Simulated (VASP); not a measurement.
# P (P2/m) in VASP: further runs

Runs on P. Level: PBE. Tasks: single point.

All numbers are computed with VASP 6.6.1; they aren't measurements. Logs are shortened: lines on timing, memory, paths and dates and some standing lists are left out, and cuts for length are marked.

### 1 The cell of the first run

The structure is monoclinic, space group P2/m (No. 10). Conventional cell: a = 2.425 Å, b = 2.439 Å, c = 4.852 Å, α = 90.00°, β = 90.24°, γ = 90.00°. P (site symmetry m) has 6 P at 2.42 to 2.44 Å within 3.2 Å.

This isn't the form of P at room conditions, which is orthorhombic.

### 2 Single point, PBE

The input, INCAR:

```
PREC     = Accurate       # precision mode
ENCUT    = 520            # plane-wave cutoff, eV
EDIFF    = 1E-7           # SCF threshold, eV
ISMEAR   = -1             # smearing method
SIGMA    = 0.05           # smearing width, eV
LREAL    = F              # projectors in reciprocal space
LASPH    = T              # aspherical terms in the spheres
NELM     = 100            # most SCF steps
ALGO     = Fast           # electronic algorithm
ISIF     = 2              # what is computed and relaxed
LWAVE    = F              # write WAVECAR
LCHARG   = F              # write CHGCAR
GGA      = PE             # functional
NBANDS   = 12             # bands
```

The input, KPOINTS:

```
regular mesh
0
Gamma
  18 18 10
```

The input, POSCAR:

```
P
1.0
    2.4246941115      0.0000000000      0.0000000000
    0.0000000000      2.4385351442      0.0000000000
   -0.0203144631      0.0000000000      4.8524328982
P
2
Direct
    0.9999999700      0.0000000000      0.2505746400
    0.0000000300      0.0000000000      0.7494253600
```

Potentials or basis: VASP PAW PBE potentials, release 64 (P).

Started as:

```
> cat potpaw_PBE.64/P/POTCAR > POTCAR
> mpirun -np 1 vasp_std > vasp.out
```

OUTCAR:

```text
PREC = Accurate
   ENCUT = 520
   EDIFF = 1E-7
   ISMEAR = -1
   LREAL = F
   LASPH = T
   NELM = 100
   ISIF = 2
   GGA = PE

 ion  position               nearest neighbor table
   1  1.000  0.000  0.251-   2 2.42   2 2.43
   2  0.000  0.000  0.749-   1 2.42   1 2.43

  LATTYP: Found a simple monoclinic cell.
 ALAT       =     2.4246941115
 B/A-ratio  =     1.0057083624
 C/A-ratio  =     2.0012732318
 COS(beta)  =    -0.0041864124

  Lattice vectors:

 A1 = (   2.4246941115,   0.0000000000,   0.0000000000)
 A2 = (   0.0000000000,   2.4385351442,   0.0000000000)
 A3 = (  -0.0203144631,   0.0000000000,   4.8524328982)

Analysis of symmetry for initial positions (statically):
=====================================================================
 Subroutine PRICEL returns:
 Original cell was already a primitive cell.

 Routine SETGRP: Setting up the symmetry group for a
 simple monoclinic supercell.

 Subroutine GETGRP returns: Found  4 space group operations
 (whereof  4 operations were pure point group operations)
 out of a pool of  4 trial point group operations.

The static configuration has the point symmetry C_2h.

Analysis of symmetry for dynamics (positions and initial velocities):
=====================================================================
 Subroutine PRICEL returns:
 Original cell was already a primitive cell.

 Routine SETGRP: Setting up the symmetry group for a
 simple monoclinic supercell.

 Subroutine GETGRP returns: Found  4 space group operations
 (whereof  4 operations were pure point group operations)
 out of a pool of  4 trial point group operations.

The dynamic configuration has the point symmetry C_2h.

 Subroutine INISYM returns: Found  4 space group operations
 (whereof  4 operations are pure point group operations),
 and found     1 'primitive' translations

----------------------------------------------------------------------------------------

                                     Primitive cell

  volume of cell :      28.6910

  direct lattice vectors                    reciprocal lattice vectors
     2.424694112  0.000000000  0.000000000     0.412423157  0.000000000  0.001726589
     0.000000000  2.438535144  0.000000000     0.000000000  0.410082259  0.000000000
    -0.020314463  0.000000000  4.852432898     0.000000000  0.000000000  0.206082190

  length of vectors
     2.424694112  2.438535144  4.852475421     0.412426771  0.410082259  0.206082190

  position of ions in fractional coordinates (direct lattice)
     0.999999970  0.000000000  0.250574640
     0.000000030  0.000000000  0.749425360

  ion indices of the primitive-cell ions
   primitive index   ion index
                 1           1
                 2           2

----------------------------------------------------------------------------------------

 KPOINTS: regular mesh

Automatic generation of k-mesh.
 Grid dimensions read from file:
 generate k-points for:   18   18   10

 Generating k-lattice:

  Cartesian coordinates                     Fractional coordinates (reciprocal lattice)
     0.022912398  0.000000000  0.000095922     0.055555556  0.000000000  0.000000000
     0.000000000  0.022782348  0.000000000     0.000000000  0.055555556  0.000000000
     0.000000000  0.000000000  0.020608219     0.000000000  0.000000000  0.100000000

  Length of vectors
     0.022912598  0.022782348  0.020608219

  Shift w.r.t. Gamma in fractional coordinates (k-lattice)
     0.000000000  0.000000000  0.000000000

 Subroutine IBZKPT returns following result:
 ===========================================

 Found    920 irreducible k-points:

 Following reciprocal coordinates:
            Coordinates               Weight
  0.000000  0.000000  0.000000      1.000000
  0.055556  0.000000  0.000000      2.000000
  0.111111  0.000000  0.000000      2.000000
  0.166667  0.000000  0.000000      2.000000
  0.222222  0.000000  0.000000      2.000000
  0.277778  0.000000  0.000000      2.000000
[... 16 lines left out ...]
  0.111111  0.111111  0.000000      4.000000
  0.166667  0.111111  0.000000      4.000000
 [... further k-points ...]
   k-points           NKPTS =    920   k-points in BZ     NKDIM =    920   number of bands    NBANDS=     12
   number of dos      NEDOS =    301   number of ions     NIONS =      2
   total plane-waves  NPLWV =  11664
   dimension x,y,z NGX =    18 NGY =   18 NGZ =   36
   dimension x,y,z NGXF=    36 NGYF=   36 NGZF=   72
   ions per type =               2
   NGX,Y,Z   is equivalent  to a cutoff of  12.34, 12.27, 12.33 a.u.
   NGXF,Y,Z  is equivalent  to a cutoff of  24.68, 24.54, 24.67 a.u.
 SYSTEM =  unknown system
   PREC   = accura    normal or accurate (medium, high low for compatibility)
   ISTART =      0    job   : 0-new  1-cont  2-samecut
   ICHARG =      2    charge: 1-file 2-atom 10-const
   ISPIN  =      1    spin polarized calculation?
   LNONCOLLINEAR =      F non collinear calculations
   LSORBIT =      F    spin-orbit coupling
   LASPH  =      T    aspherical Exc in radial PAW
   ENCUT  =  520.0 eV  38.22 Ry    6.18 a.u.   4.51  4.53  9.02*2*pi/ulx,y,z
   NELM   =    100;   NELMIN=  2; NELMDL= -5     # of ELM steps
   EDIFF  = 0.1E-06   stopping-criterion for ELM
   LREAL  =      F    real-space projection
   EDIFFG = 0.1E-05   stopping-criterion for IOM
   NSW    =      0    number of steps for IOM
   IBRION =     -1    ionic relax: 0-MD 1-quasi-New 2-CG
   NFREE  =      0    steps in history (QN), initial steepest desc. (CG)
   ISIF   =      2    stress and relaxation
   ISYM   =      2    0-nonsym 1-usesym 2-fastsym
   POTIM  = 0.5000    time-step for ionic-motion
   TEBEG  =    0.0;   TEEND  =   0.0 temperature during run
   PSTRESS=    0.0 pullay stress
   NELECT =      10.0000    total number of electrons
   NUPDOWN=      -1.0000    fix difference up-down
   EMIN   =  10.00;   EMAX   =-10.00  energy-range for DOS
   EFERMI =   0.00;   METHOD = LEGACY
   ISMEAR =    -1;   SIGMA  =   0.05  broadening in eV -4-tet -1-fermi 0-gaus
   EFERMI_NEDOS =   21; number of points for ismear=-14 and -15
   IALGO  =     68    algorithm
   IMIX   =      4    mixing-type and parameters
     AMIX     =   0.40;   BMIX     =  1.00
     AMIX_MAG =   1.60;   BMIX_MAG =  1.00
  volume/ion in A,a.u.               =      14.35        96.81
  Fermi-wavevector in a.u.,A,eV,Ry     =   1.152107  2.177167 18.059715  1.327352
  Thomas-Fermi vector in A             =   2.288761
   LORBIT       =      0    0 simple, 1 ext, 2 COOP (PROOUT), +10 PAW based schemes
   GGA     = PE    functional components
   LHFCALC =     F    Hartree Fock is set to
   AEXX    =    0.0000 exact exchange contribution
   IVDW    =     0    specifies the selected vdW correction
   LEPSILON=     F    determine dielectric tensor
   LRPA    =     F    only Hartree local field effects (RPA)
 non-spin polarized calculation
 RMM-DIIS sequential band-by-band and
  energy-cutoff  :      520.00
  volume of cell :       28.69
 maximum number of plane-waves:       794
   NGX =  9   NGY =  9   NGZ = 19

 number of electron      10.0000000 magnetization

 number of electron       9.9999996 magnetization

 Free energy of the ion-electron system (eV)
  ---------------------------------------------------
  ext. energy  EPLUGINS =         0.00000000
  ---------------------------------------------------
  free energy    TOTEN  =       -10.53709071 eV

  energy without entropy =      -10.53099938  energy(sigma->0) =      -10.53404504

 E-fermi :   9.8338     XC(G=0): -11.3440

 val. band max:        9.8322435741   @ k =   0.0000   0.2222   0.4000
 cond. band min:       9.8345712138   @ k =   0.2222   0.1667   0.4000
 fundamental gap:      0.0023276397
 Fermi energy:         9.8337836364

 k-point     1 :       0.0000    0.0000    0.0000
  band No.  band energies     occupation
      1      -6.7959      2.00000
      2      -2.3656      2.00000
      3       1.0566      2.00000
      4      14.8073      0.00000
      5      15.0128      0.00000
      6      15.0558      0.00000
      7      16.6084      0.00000
      8      16.6724      0.00000
      9      17.7159      0.00000
     10      17.9513      0.00000
     11      19.2448      0.00000
     12      24.3184      0.00000

 k-point     2 :       0.0556    0.0000    0.0000
  band No.  band energies     occupation
      1      -6.7242      2.00000
      2      -2.2935      2.00000
      3       1.1217      2.00000
      4      13.6163      0.00000
      5      14.8641      0.00000
      6      15.0764      0.00000
      7      16.6766      0.00000
      8      16.6908      0.00000
      9      17.7692      0.00000
     10      18.0011      0.00000
     11      20.3500      0.00000
     12      23.0441      0.00000

 k-point     3 :       0.1111    0.0000    0.0000
  band No.  band energies     occupation
      1      -6.5096      2.00000
      2      -2.0777      2.00000
      3       1.3156      2.00000
      4      11.6072      0.00000
      5      14.8942      0.00000
      6      15.0333      0.00000
      7      15.2452      0.00000
      8      16.8467      0.00000
      9      17.9277      0.00000
     10      19.6798      0.00000
     11      20.9461      0.00000
     12      21.6869      0.00000
[... 286 lines left out ...]
 k-point    23 :       0.1111    0.1111    0.0000
  band No.  band energies     occupation
      1      -6.2278      2.00000
      2      -1.7945      2.00000
      3       1.5695      2.00000
      4      11.2828      0.00000
      5      12.3796      0.00000
      6      14.2242      0.00000
      7      15.4654      0.00000
      8      16.4442      0.00000
      9      18.6021      0.00000
     10      20.7721      0.00000
     11      21.2762      0.00000
     12      21.5200      0.00000

 k-point    24 :       0.1667    0.1111    0.0000
  band No.  band energies     occupation
      1      -5.8726      2.00000
      2      -1.4370      2.00000
      3       1.8874      2.00000
      4       9.7559      1.65192
      5      12.2213      0.00000
      6      12.9870      0.00000
      7      15.7408      0.00000
      8      16.1884      0.00000
      9      19.0504      0.00000
     10      19.0683      0.00000
     11      21.4348      0.00000
     12      22.6587      0.00000

 [... further k-points ...]

------------------------ aborting loop because EDIFF is reached ----------------------------------------

  FORCE on cell =-STRESS in cart. coord.  units (eV):
  Direction    XX          YY          ZZ          XY          YZ          ZX
  --------------------------------------------------------------------------------------
  -------------------------------------------------------------------------------------
  Total        0.6658604      0.5191207      0.0312118      0.0000000      0.0000000      0.0449140
  in kB       37.1833261     28.9890124      1.7429484      0.0000000      0.0000000      2.5081098
  external PRESSURE =      22.6384290 kB  Pullay stress =       0.0000000 kB

 VOLUME and BASIS-vectors are now :
 -----------------------------------------------------------------------------
  energy-cutoff  :      520.00
  volume of cell :       28.69
      direct lattice vectors                 reciprocal lattice vectors
     2.424694112  0.000000000  0.000000000     0.412423157  0.000000000  0.001726589
     0.000000000  2.438535144  0.000000000     0.000000000  0.410082259  0.000000000
    -0.020314463  0.000000000  4.852432898     0.000000000  0.000000000  0.206082190

 POSITION                                       TOTAL-FORCE (eV/Angst)
 -----------------------------------------------------------------------------------
      2.41960      0.00000      1.21590        -0.000127      0.000000     -0.004055
     -0.01522      0.00000      3.63654         0.000127      0.000000      0.004055
 -----------------------------------------------------------------------------------
    total drift:                               -0.000000     -0.000000     -0.000000

  FREE ENERGIE OF THE ION-ELECTRON SYSTEM (eV)
  ---------------------------------------------------
  free  energy   TOTEN  =       -10.5370907063 eV

  energy  without entropy=      -10.5309993795  energy(sigma->0) =      -10.53404504
```

It took 1.8 min on 1 thread of Oxide Virtual Turin-like, shared host; peak memory 0.29 GiB.

What came out:

```
Free energy            : -10.5371 eV
Pressure               : 2.3 GPa
Largest force          : 0.004 eV/Å
Band gap on the k mesh : zero (bands 5 and 6 overlap by 10.12 eV)
```

Forces in eV/Å, atoms in the order of the input:
```
P    0.000  0.000 -0.004
P    0.000  0.000  0.004
```

(Part 1 of 2 ends here.)
